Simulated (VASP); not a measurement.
# Ni (Fm-3m) in VASP: single point with PBE

Aim: the single point of Ni with PBE.

Program: VASP 6.6.1. These are calculated values, not measurements. Logs are shortened: lines on timing, memory, paths and dates and some standing lists are left out, and cuts for length are marked.

## Step 1: The cell of the first run

The structure is cubic, space group Fm-3m (No. 225). The conventional cell has a = 3.587 Å, b = 3.587 Å, c = 3.587 Å, α = 90.00°, β = 90.00°, γ = 90.00°. Within 3.3 Å of Ni (site symmetry m-3m) lie 12 Ni at 2.54 Å.

## Step 2: Single point, PBE, collinear spin, antiferromagnetic start

The input, INCAR:

```
SYSTEM = Ni
PREC = Accurate
ENCUT = 520
EDIFF = 1E-6
ISMEAR = -1
SIGMA = 0.05
LREAL = .FALSE.
LASPH = .TRUE.
NELM = 150
ALGO = Normal
ISIF = 2
LWAVE = .FALSE.
LCHARG = .FALSE.
ISPIN = 2
MAGMOM = 2 -2
LORBIT = 11
LMAXMIX = 4
GGA = PE
NBANDS = 21
ISYM = 0
```

The input, KPOINTS:

```
regular mesh
0
G
  7 12 10
  0 0 0
```

The input, POSCAR:

```
Ni
1.0
   -1.7935000000     -3.5870000000     -1.7935000000
   -1.7935000000      0.0000000000     -1.7935000000
    1.7935000000      0.0000000000     -1.7935000000
Ni
2
Direct
    0.0000000000      0.0000000000      0.0000000000
    0.5000000000      0.0000000000      0.5000000000
```

Potentials or basis: VASP PAW PBE potentials, release 64 (Ni).

Run with:

```
$ cat potpaw_PBE.64/Ni/POTCAR > POTCAR
$ mpirun -np 1 vasp_std > vasp.out
```

OUTCAR:

```text
SYSTEM = Ni
   PREC = Accurate
   ENCUT = 520
   EDIFF = 1E-6
   ISMEAR = -1
   LREAL = .FALSE.
   LASPH = .TRUE.
   NELM = 150
   ISIF = 2
   ISPIN = 2
   LORBIT = 11
   GGA = PE
   ISYM = 0

 ion  position               nearest neighbor table
   1  0.000  0.000  0.000-   2 2.54   2 2.54   2 2.54   2 2.54   2 2.54   2 2.54   2 2.54   2 2.54

   2  0.500  0.000  0.500-   1 2.54   1 2.54   1 2.54   1 2.54   1 2.54   1 2.54   1 2.54   1 2.54

IMPORTANT INFORMATION: All symmetrisations will be switched off!
NOSYMM: (Re-)initialisation of all symmetry stuff for point group C_1.

----------------------------------------------------------------------------------------

                                     Primitive cell

  volume of cell :      23.0762

  direct lattice vectors                    reciprocal lattice vectors
    -1.793500000 -3.587000000 -1.793500000     0.000000000 -0.278784500  0.000000000
    -1.793500000  0.000000000 -1.793500000    -0.278784500  0.278784500 -0.278784500
     1.793500000  0.000000000 -1.793500000     0.278784500  0.000000000 -0.278784500

  length of vectors
     4.393159854  2.536392024  2.536392024     0.278784500  0.482868918  0.394260820

  position of ions in fractional coordinates (direct lattice)
     0.000000000  0.000000000  0.000000000
     0.500000000  0.000000000  0.500000000

  ion indices of the primitive-cell ions
   primitive index   ion index
                 1           1
                 2           2

----------------------------------------------------------------------------------------

 KPOINTS: regular mesh

Automatic generation of k-mesh.
 Grid dimensions read from file:
 generate k-points for:    7   12   10

 Generating k-lattice:

  Cartesian coordinates                     Fractional coordinates (reciprocal lattice)
     0.000000000 -0.039826357  0.000000000     0.142857143  0.000000000  0.000000000
    -0.023232042  0.023232042 -0.023232042     0.000000000  0.083333333  0.000000000
     0.027878450  0.000000000 -0.027878450     0.000000000  0.000000000  0.100000000

  Length of vectors
     0.039826357  0.040239076  0.039426082

  Shift w.r.t. Gamma in fractional coordinates (k-lattice)
     0.000000000  0.000000000  0.000000000

 -----------------------------------------------------------------------------
|                                                                             |
|           W    W    AA    RRRRR   N    N  II  N    N   GGGG   !!!           |
|           W    W   A  A   R    R  NN   N  II  NN   N  G    G  !!!           |
|           W    W  A    A  R    R  N N  N  II  N N  N  G       !!!           |
|           W WW W  AAAAAA  RRRRR   N  N N  II  N  N N  G  GGG   !            |
|           WW  WW  A    A  R   R   N   NN  II  N   NN  G    G                |
|           W    W  A    A  R    R  N    N  II  N    N   GGGG   !!!           |
|                                                                             |
|     Your reciprocal lattice and k-lattice belong to different lattice       |
|     classes:                                                                |
|                                                                             |
|        The reciprocal lattice is simple tetragonal,                         |
|        whereas your k-lattice is simple monoclinic.                         |
|                                                                             |
|     Results are often still useful ...                                      |
|                                                                             |
 -----------------------------------------------------------------------------

 WARNING: IBZKPT: internal override: KBLOWUP is changed to .FALSE.
      ... skipping the blow-up phase ...

 Subroutine IBZKPT returns following result:
 ===========================================

 Found    422 irreducible k-points:

 Following reciprocal coordinates:
            Coordinates               Weight
  0.000000  0.000000  0.000000      1.000000
  0.142857  0.000000  0.000000      2.000000
  0.285714  0.000000  0.000000      2.000000
  0.428571  0.000000  0.000000      2.000000
  0.000000  0.083333  0.000000      2.000000
  0.142857  0.083333  0.000000      2.000000
[... 16 lines left out ...]
 -0.428571  0.250000  0.000000      2.000000
 -0.285714  0.250000  0.000000      2.000000
 [... further k-points ...]
   k-points           NKPTS =    422   k-points in BZ     NKDIM =    422   number of bands    NBANDS=     21
   number of dos      NEDOS =    301   number of ions     NIONS =      2
   total plane-waves  NPLWV =  14400
   dimension x,y,z NGX =    36 NGY =   20 NGZ =   20
   dimension x,y,z NGXF=    72 NGYF=   40 NGZF=   40
   ions per type =               2
   NGX,Y,Z   is equivalent  to a cutoff of  13.62, 13.11, 13.11 a.u.
   NGXF,Y,Z  is equivalent  to a cutoff of  27.25, 26.22, 26.22 a.u.
 SYSTEM =  Ni
   PREC   = accura    normal or accurate (medium, high low for compatibility)
   ISTART =      0    job   : 0-new  1-cont  2-samecut
   ICHARG =      2    charge: 1-file 2-atom 10-const
   ISPIN  =      2    spin polarized calculation?
   LNONCOLLINEAR =      F non collinear calculations
   LSORBIT =      F    spin-orbit coupling
   LASPH  =      T    aspherical Exc in radial PAW
   ENCUT  =  520.0 eV  38.22 Ry    6.18 a.u.   8.17  4.72  4.72*2*pi/ulx,y,z
   NELM   =    150;   NELMIN=  2; NELMDL= -5     # of ELM steps
   EDIFF  = 0.1E-05   stopping-criterion for ELM
   LREAL  =      F    real-space projection
   EDIFFG = 0.1E-04   stopping-criterion for IOM
   NSW    =      0    number of steps for IOM
   IBRION =     -1    ionic relax: 0-MD 1-quasi-New 2-CG
   NFREE  =      0    steps in history (QN), initial steepest desc. (CG)
   ISIF   =      2    stress and relaxation
   ISYM   =      0    0-nonsym 1-usesym 2-fastsym
   POTIM  = 0.5000    time-step for ionic-motion
   TEBEG  =    0.0;   TEEND  =   0.0 temperature during run
   PSTRESS=    0.0 pullay stress
   NELECT =      20.0000    total number of electrons
   NUPDOWN=      -1.0000    fix difference up-down
   EMIN   =  10.00;   EMAX   =-10.00  energy-range for DOS
   EFERMI =   0.00;   METHOD = LEGACY
   ISMEAR =    -1;   SIGMA  =   0.05  broadening in eV -4-tet -1-fermi 0-gaus
   EFERMI_NEDOS =   21; number of points for ismear=-14 and -15
   IALGO  =     38    algorithm
   IMIX   =      4    mixing-type and parameters
     AMIX     =   0.40;   BMIX     =  1.00
     AMIX_MAG =   1.60;   BMIX_MAG =  1.00
  volume/ion in A,a.u.               =      11.54        77.86
  Fermi-wavevector in a.u.,A,eV,Ry     =   1.560858  2.949594 33.147579  2.436278
  Thomas-Fermi vector in A             =   2.664009
   LORBIT       =     11    0 simple, 1 ext, 2 COOP (PROOUT), +10 PAW based schemes
   GGA     = PE    functional components
   LHFCALC =     F    Hartree Fock is set to
   AEXX    =    0.0000 exact exchange contribution
   IVDW    =     0    specifies the selected vdW correction
   LEPSILON=     F    determine dielectric tensor
   LRPA    =     F    only Hartree local field effects (RPA)
 spin polarized calculation
  energy-cutoff  :      520.00
  volume of cell :       23.08
 maximum number of plane-waves:       641
 NGX is ok and might be reduce to    36
   NGX = 17   NGY =  9   NGZ =  9

 number of electron      19.9999994 magnetization       0.0003166

 number of electron      19.9999994 magnetization      -0.0000838

 Free energy of the ion-electron system (eV)
  ---------------------------------------------------
  ext. energy  EPLUGINS =         0.00000000
  ---------------------------------------------------
  free energy    TOTEN  =       -10.80785603 eV

  energy without entropy =      -10.75194101  energy(sigma->0) =      -10.77989852

 E-fermi :   8.3822     XC(G=0): -12.9102

 val. band max:        8.3821044141   @ k =   0.0000   0.5000   0.0000
 cond. band min:       8.3827709078   @ k =  -0.2857   0.0000   0.4000
 fundamental gap:      0.0006664937
 Fermi energy:         8.3821883030

 spin component 1

 k-point     1 :       0.0000    0.0000    0.0000
  band No.  band energies     occupation
      1      -0.0572      1.00000
      2       4.4555      1.00000
      3       4.9940      1.00000
      4       6.6814      1.00000
      5       6.6842      1.00000
      6       6.6921      1.00000
[... 13 lines left out ...]
     20      35.1920      0.00000
     21      35.1939      0.00000
[... 529 lines left out ...]
 k-point    24 :      -0.2857    0.2500    0.0000
  band No.  band energies     occupation
      1       3.4893      1.00000
      2       3.9884      1.00000
      3       6.0468      1.00000
      4       6.2409      1.00000
      5       6.5763      1.00000
      6       6.7256      1.00000
[... 13 lines left out ...]
     20      32.0221      0.00000
     21      38.4730      0.00000

 [... further k-points ...]

 spin component 2

 k-point     1 :       0.0000    0.0000    0.0000
  band No.  band energies     occupation
      1      -0.0573      1.00000
      2       4.4555      1.00000
      3       4.9939      1.00000
      4       6.6813      1.00000
      5       6.6841      1.00000
      6       6.6920      1.00000
[... 13 lines left out ...]
     20      35.1920      0.00000
     21      35.1938      0.00000
[... 529 lines left out ...]
 k-point    24 :      -0.2857    0.2500    0.0000
  band No.  band energies     occupation
      1       3.4893      1.00000
      2       3.9883      1.00000
      3       6.0468      1.00000
      4       6.2408      1.00000
      5       6.5762      1.00000
      6       6.7256      1.00000
[... 13 lines left out ...]
     20      32.0221      0.00000
     21      38.4730      0.00000

 [... further k-points ...]

------------------------ aborting loop because EDIFF is reached ----------------------------------------

  FORCE on cell =-STRESS in cart. coord.  units (eV):
  Direction    XX          YY          ZZ          XY          YZ          ZX
  --------------------------------------------------------------------------------------
  -------------------------------------------------------------------------------------
  Total       -1.5559299     -1.5126761     -1.5559315     -0.0069528     -0.0069521      0.0026311
  in kB     -108.0280323   -105.0249302   -108.0281466     -0.4827338     -0.4826835      0.1826761
  external PRESSURE =    -107.0270364 kB  Pullay stress =       0.0000000 kB

 VOLUME and BASIS-vectors are now :
 -----------------------------------------------------------------------------
  energy-cutoff  :      520.00
  volume of cell :       23.08
      direct lattice vectors                 reciprocal lattice vectors
    -1.793500000 -3.587000000 -1.793500000     0.000000000 -0.278784500  0.000000000
    -1.793500000  0.000000000 -1.793500000    -0.278784500  0.278784500 -0.278784500
     1.793500000  0.000000000 -1.793500000     0.278784500  0.000000000 -0.278784500

 POSITION                                       TOTAL-FORCE (eV/Angst)
 -----------------------------------------------------------------------------------
      0.00000      0.00000      0.00000        -0.000000     -0.000000      0.000000
      0.00000     -1.79350     -1.79350         0.000000      0.000000     -0.000000
 -----------------------------------------------------------------------------------
    total drift:                                0.000000     -0.000000      0.000000

  FREE ENERGIE OF THE ION-ELECTRON SYSTEM (eV)
  ---------------------------------------------------
  free  energy   TOTEN  =       -10.8078560307 eV

  energy  without entropy=      -10.7519410126  energy(sigma->0) =      -10.77989852

 total charge

# of ion       s       p       d       tot
------------------------------------------
    1        0.469   0.443   8.303   9.215
    2        0.469   0.443   8.303   9.215
--------------------------------------------------
tot          0.939   0.885  16.605  18.430

 magnetization (x)

# of ion       s       p       d       tot
------------------------------------------
    1        0.000   0.002   0.143   0.145
    2       -0.000  -0.002  -0.143  -0.145
--------------------------------------------------
tot         -0.000   0.000  -0.000  -0.000
```

Run time: 9.8 min. Hardware: 1 thread of Oxide Virtual Turin-like, shared host; peak memory 0.34 GiB.

What came out:

```
Free energy                                           : -10.8079 eV
Pressure                                              : -10.7 GPa
Band gap on the k mesh                                : zero (filled and empty bands overlap)
Net moment                                            : 0.00 μB per cell
Site moments                                          : Ni +0.14, -0.14 μB
Valence electrons inside the program's atomic spheres : Ni 9.21
```

Caveat: the cell stands under tension.
